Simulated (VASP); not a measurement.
# Zr (C2/m) in VASP: notebook

Runs on Zr. Level: PBEsol. Tasks: single point.

All numbers are computed with VASP 6.6.1; they aren't measurements. Logs are shortened: lines on timing, memory, paths and dates and some standing lists are left out, and cuts for length are marked.

## (1) The cell of the first run

It takes space group C2/m (No. 12, monoclinic). Conventional cell: a = 5.598 Å, b = 3.232 Å, c = 5.147 Å, α = 90.00°, β = 90.00°, γ = 90.00°. Within 3.9 Å of Zr (site symmetry m) lie 12 Zr at 2.97 to 3.35 Å.

## (2) Single point, PBEsol (atom 1 (Zr) moved by (+0.150, -0.150) A along y and z)

Contents of INCAR:

```
SYSTEM = Zr
PREC = Accurate
ENCUT = 520
EDIFF = 1E-6
ISMEAR = 0
SIGMA = 0.15
LREAL = .False.
LASPH = .True.
NELM = 60
ALGO = Fast
ISIF = 2
LWAVE = .False.
LCHARG = .False.
GGA = PS
NBANDS = 19
```

Contents of KPOINTS:

```
regular mesh
0
Gamma
  18 18 10
  0 0 0
```

Contents of POSCAR:

```
Zr
1.0
    3.2319982225      0.0000000000      0.0000000000
   -1.6159991112      2.7989925657      0.0000000000
    0.0000000000      0.0000000000      5.1470000000
Zr
2
Direct
    0.3601286885      0.7202573771      0.2208568098
    0.6666666667      0.3333333333      0.7500000000
```

Potentials or basis: VASP PAW PBE potentials, release 64 (Zr_sv).

Started as:

```console
cat potpaw_PBE.64/Zr_sv/POTCAR > POTCAR
mpirun -np 1 vasp_std > vasp.out
```

OUTCAR:

```text
SYSTEM = Zr
   PREC = Accurate
   ENCUT = 520
   EDIFF = 1E-6
   ISMEAR = 0
   LREAL = .False.
   LASPH = .True.
   NELM = 60
   ISIF = 2
   GGA = PS

 ion  position               nearest neighbor table
   1  0.360  0.720  0.221-   2 2.97   2 3.11   2 3.11   2 3.22   2 3.35   2 3.35
   2  0.667  0.333  0.750-   1 2.97   1 3.11   1 3.11   1 3.22   1 3.35   1 3.35

  LATTYP: Found a hexagonal cell.
 ALAT       =     3.2319982225
 C/A-ratio  =     1.5925132521

  Lattice vectors:

 A1 = (   3.2319982225,   0.0000000000,   0.0000000000)
 A2 = (  -1.6159991112,   2.7989925657,   0.0000000000)
 A3 = (   0.0000000000,   0.0000000000,   5.1470000000)

Analysis of symmetry for initial positions (statically):
=====================================================================
 Subroutine PRICEL returns:
 Original cell was already a primitive cell.

 Routine SETGRP: Setting up the symmetry group for a
 hexagonal supercell.

 Subroutine GETGRP returns: Found  4 space group operations
 (whereof  2 operations were pure point group operations)
 out of a pool of 24 trial point group operations.

The static configuration has the point symmetry C_1h.
 The point group associated with its full space group is C_2h.

Analysis of symmetry for dynamics (positions and initial velocities):
=====================================================================
 Subroutine PRICEL returns:
 Original cell was already a primitive cell.

 Routine SETGRP: Setting up the symmetry group for a
 hexagonal supercell.

 Subroutine GETGRP returns: Found  4 space group operations
 (whereof  2 operations were pure point group operations)
 out of a pool of 24 trial point group operations.

The dynamic configuration has the point symmetry C_1h.
 The point group associated with its full space group is C_2h.

 Subroutine INISYM returns: Found  4 space group operations
 (whereof  2 operations are pure point group operations),
 and found     1 'primitive' translations

----------------------------------------------------------------------------------------

                                     Primitive cell

  volume of cell :      46.5615

  direct lattice vectors                    reciprocal lattice vectors
     3.231998223  0.000000000  0.000000000     0.309406111  0.178635701  0.000000000
    -1.615999111  2.798992566  0.000000000     0.000000000  0.357271403  0.000000000
     0.000000000  0.000000000  5.147000000     0.000000000  0.000000000  0.194287935

  length of vectors
     3.231998223  3.231998222  5.147000000     0.357271403  0.357271403  0.194287935

  position of ions in fractional coordinates (direct lattice)
     0.360128688  0.720257377  0.220856810
     0.666666667  0.333333333  0.750000000

  ion indices of the primitive-cell ions
   primitive index   ion index
                 1           1
                 2           2

----------------------------------------------------------------------------------------

 KPOINTS: regular mesh

Automatic generation of k-mesh.
 Grid dimensions read from file:
 generate k-points for:   18   18   10

 Generating k-lattice:

  Cartesian coordinates                     Fractional coordinates (reciprocal lattice)
     0.017189228  0.009924206  0.000000000     0.055555556  0.000000000  0.000000000
     0.000000000  0.019848411  0.000000000     0.000000000  0.055555556  0.000000000
     0.000000000  0.000000000  0.019428793     0.000000000  0.000000000  0.100000000

  Length of vectors
     0.019848411  0.019848411  0.019428793

  Shift w.r.t. Gamma in fractional coordinates (k-lattice)
     0.000000000  0.000000000  0.000000000

 Subroutine IBZKPT returns following result:
 ===========================================

 Found    866 irreducible k-points:

 Following reciprocal coordinates:
            Coordinates               Weight
  0.000000  0.000000  0.000000      1.000000
  0.055556 -0.000000  0.000000      4.000000
  0.000000  0.055556  0.000000      2.000000
  0.111111 -0.000000  0.000000      4.000000
  0.000000  0.111111  0.000000      2.000000
  0.166667 -0.000000  0.000000      4.000000
[... 16 lines left out ...]
 -0.055556  0.166667  0.000000      4.000000
 -0.166667  0.111111  0.000000      4.000000
 [... further k-points ...]
   k-points           NKPTS =    866   k-points in BZ     NKDIM =    866   number of bands    NBANDS=     19
   number of dos      NEDOS =    301   number of ions     NIONS =      2
   total plane-waves  NPLWV =  23040
   dimension x,y,z NGX =    24 NGY =   24 NGZ =   40
   dimension x,y,z NGXF=    48 NGYF=   48 NGZF=   80
   ions per type =               2
   NGX,Y,Z   is equivalent  to a cutoff of  12.35, 12.35, 12.92 a.u.
   NGXF,Y,Z  is equivalent  to a cutoff of  24.69, 24.69, 25.84 a.u.
 SYSTEM =  Zr
   PREC   = accura    normal or accurate (medium, high low for compatibility)
   ISTART =      0    job   : 0-new  1-cont  2-samecut
   ICHARG =      2    charge: 1-file 2-atom 10-const
   ISPIN  =      1    spin polarized calculation?
   LNONCOLLINEAR =      F non collinear calculations
   LSORBIT =      F    spin-orbit coupling
   LASPH  =      T    aspherical Exc in radial PAW
   ENCUT  =  520.0 eV  38.22 Ry    6.18 a.u.   6.01  6.01  9.57*2*pi/ulx,y,z
   NELM   =     60;   NELMIN=  2; NELMDL= -5     # of ELM steps
   EDIFF  = 0.1E-05   stopping-criterion for ELM
   LREAL  =      F    real-space projection
   EDIFFG = 0.1E-04   stopping-criterion for IOM
   NSW    =      0    number of steps for IOM
   IBRION =     -1    ionic relax: 0-MD 1-quasi-New 2-CG
   NFREE  =      0    steps in history (QN), initial steepest desc. (CG)
   ISIF   =      2    stress and relaxation
   ISYM   =      2    0-nonsym 1-usesym 2-fastsym
   POTIM  = 0.5000    time-step for ionic-motion
   TEBEG  =    0.0;   TEEND  =   0.0 temperature during run
   PSTRESS=    0.0 pullay stress
   NELECT =      24.0000    total number of electrons
   NUPDOWN=      -1.0000    fix difference up-down
   EMIN   =  10.00;   EMAX   =-10.00  energy-range for DOS
   EFERMI =   0.00;   METHOD = LEGACY
   ISMEAR =     0;   SIGMA  =   0.15  broadening in eV -4-tet -1-fermi 0-gaus
   EFERMI_NEDOS =   21; number of points for ismear=-14 and -15
   IALGO  =     68    algorithm
   IMIX   =      4    mixing-type and parameters
     AMIX     =   0.40;   BMIX     =  1.00
     AMIX_MAG =   1.60;   BMIX_MAG =  1.00
  volume/ion in A,a.u.               =      23.28       157.11
  Fermi-wavevector in a.u.,A,eV,Ry     =   1.312612  2.480476 23.442147  1.722949
  Thomas-Fermi vector in A             =   2.442992
   LORBIT       =      0    0 simple, 1 ext, 2 COOP (PROOUT), +10 PAW based schemes
   GGA     = PS    functional components
   LHFCALC =     F    Hartree Fock is set to
   AEXX    =    0.0000 exact exchange contribution
   IVDW    =     0    specifies the selected vdW correction
   LEPSILON=     F    determine dielectric tensor
   LRPA    =     F    only Hartree local field effects (RPA)
 non-spin polarized calculation
 RMM-DIIS sequential band-by-band and
 Gauss-broadening in eV      SIGMA  =   0.15
  energy-cutoff  :      520.00
  volume of cell :       46.56
 maximum number of plane-waves:      1284
   NGX = 13   NGY = 13   NGZ = 19

 number of electron      24.0000000 magnetization

 Free energy of the ion-electron system (eV)
  ---------------------------------------------------
  ext. energy  EPLUGINS =         0.00000000
  ---------------------------------------------------
  free energy    TOTEN  =       -18.10222247 eV

  energy without entropy =      -18.07943869  energy(sigma->0) =      -18.09083058

 E-fermi :   8.8443     XC(G=0): -11.1933

 val. band max:        8.8440945903   @ k =   0.1667  -0.0000   0.2000
 cond. band min:       8.8444757512   @ k =   0.1111  -0.0000   0.1000
 fundamental gap:      0.0003811609
 Fermi energy:         8.8443038664

 k-point     1 :       0.0000    0.0000    0.0000
  band No.  band energies     occupation
      1     -39.8831      2.00000
      2     -39.7078      2.00000
      3     -18.4622      2.00000
      4     -17.5846      2.00000
      5     -17.5290      2.00000
      6     -17.4233      2.00000
[... 11 lines left out ...]
     18      11.4192      0.00000
     19      12.9371      0.00000

 k-point     2 :       0.0556   -0.0000    0.0000
  band No.  band energies     occupation
      1     -39.8795      2.00000
      2     -39.7064      2.00000
      3     -18.4533      2.00000
      4     -17.5965      2.00000
      5     -17.5478      2.00000
      6     -17.4410      2.00000
[... 11 lines left out ...]
     18      11.3129      0.00000
     19      13.1737      0.00000

 k-point     3 :       0.0000    0.0556    0.0000
  band No.  band energies     occupation
      1     -39.8792      2.00000
      2     -39.7066      2.00000
      3     -18.4521      2.00000
      4     -17.6073      2.00000
      5     -17.5378      2.00000
      6     -17.4244      2.00000
[... 11 lines left out ...]
     18      11.3192      0.00000
     19      13.0352      0.00000

 k-point     4 :       0.1111   -0.0000    0.0000
  band No.  band energies     occupation
      1     -39.8691      2.00000
      2     -39.7022      2.00000
      3     -18.4273      2.00000
      4     -17.6445      2.00000
      5     -17.5855      2.00000
      6     -17.4974      2.00000
[... 407 lines left out ...]
     18      11.2229      0.00000
     19      13.4475      0.00000

 k-point    23 :      -0.0556    0.1667    0.0000
  band No.  band energies     occupation
      1     -39.8577      2.00000
      2     -39.6998      2.00000
      3     -18.3952      2.00000
      4     -17.7208      2.00000
      5     -17.6018      2.00000
      6     -17.5151      2.00000
[... 11 lines left out ...]
     18      11.1615      0.00000
     19      13.3912      0.00000

 k-point    24 :      -0.1667    0.1111    0.0000
  band No.  band energies     occupation
      1     -39.8597      2.00000
      2     -39.6979      2.00000
      3     -18.4045      2.00000
      4     -17.6803      2.00000
      5     -17.6345      2.00000
      6     -17.5476      2.00000
[... 11 lines left out ...]
     18      11.1953      0.00000
     19      13.9326      0.00000

 [... further k-points ...]

------------------------ aborting loop because EDIFF is reached ----------------------------------------

  FORCE on cell =-STRESS in cart. coord.  units (eV):
  Direction    XX          YY          ZZ          XY          YZ          ZX
  --------------------------------------------------------------------------------------
  -------------------------------------------------------------------------------------
  Total       -1.2106907     -0.5402090     -0.4656090     -0.0000000     -0.0512062     -0.0000000
  in kB      -41.6597611    -18.5885432    -16.0215634     -0.0000000     -1.7619999     -0.0000000
  external PRESSURE =     -25.4232892 kB  Pullay stress =       0.0000000 kB

 VOLUME and BASIS-vectors are now :
 -----------------------------------------------------------------------------
  energy-cutoff  :      520.00
  volume of cell :       46.56
      direct lattice vectors                 reciprocal lattice vectors
     3.231998223  0.000000000  0.000000000     0.309406111  0.178635701  0.000000000
    -1.615999111  2.798992566  0.000000000     0.000000000  0.357271403  0.000000000
     0.000000000  0.000000000  5.147000000     0.000000000  0.000000000  0.194287935

 POSITION                                       TOTAL-FORCE (eV/Angst)
 -----------------------------------------------------------------------------------
     -0.00000      2.01600      1.13675        -0.000000     -0.115651      0.658118
      1.61600      0.93300      3.86025         0.000000      0.115651     -0.658118
 -----------------------------------------------------------------------------------
    total drift:                               -0.000000      0.000001      0.000003

  FREE ENERGIE OF THE ION-ELECTRON SYSTEM (eV)
  ---------------------------------------------------
  free  energy   TOTEN  =       -18.1022224707 eV

  energy  without entropy=      -18.0794386907  energy(sigma->0) =      -18.09083058
```

It took 9.9 min on 1 thread of Intel Xeon Platinum 8488C (Sapphire Rapids), shared host; peak memory 0.66 GiB.

Results:

| Item | Value |
| --- | --- |
| Free energy | -18.1022 eV |
| Pressure | -2.5 GPa |
| Largest force | 0.668 eV/Å |
| Band gap on the k mesh | zero (bands 12 and 13 overlap by 1.21 eV) |

Forces on the atoms (eV/Å):
```
Zr   0.000 -0.116  0.658
Zr   0.000  0.116 -0.658
```

Levels at points of the mesh, in eV from the Fermi level:
| k point | band 8 | band 9 | band 10 | band 11 | band 12 | band 13 | band 14 | band 15 | band 16 | band 17 |
| --- | --- | --- | --- | --- | --- | --- | --- | --- | --- | --- |
| (0.00, 0.00, 0.00) | -26.22 | -5.64 | -3.05 | 0.66 | 0.77 | 0.91 | 1.34 | 1.43 | 1.66 | 2.10 |
| (0.50, 0.00, 0.00) | -26.35 | -2.62 | -2.58 | -2.20 | -0.12 | 0.50 | 1.02 | 1.59 | 4.97 | 5.14 |
| (0.00, 0.50, 0.00) | -26.35 | -2.61 | -2.32 | -1.82 | -0.28 | 0.32 | 0.59 | 1.38 | 4.80 | 5.24 |
| (0.00, 0.00, 0.50) | -26.28 | -3.98 | -3.89 | -0.47 | 0.60 | 0.66 | 0.70 | 0.78 | 0.91 | 3.55 |
| (0.50, 0.00, 0.50) | -26.40 | -2.88 | -2.75 | -1.32 | -0.86 | 1.58 | 1.60 | 2.00 | 2.68 | 4.84 |
| (0.00, 0.50, 0.50) | -26.43 | -2.99 | -2.88 | -1.26 | -0.76 | 1.70 | 1.73 | 1.87 | 2.63 | 5.01 |

Caveat: the cell differs from its parent crystal (atom 1 (Zr) moved by (+0.150, -0.150) A along y and z); the PAW data sets were made with another functional, which shifts forces and pressure a little.

[end of part 1 of 2]
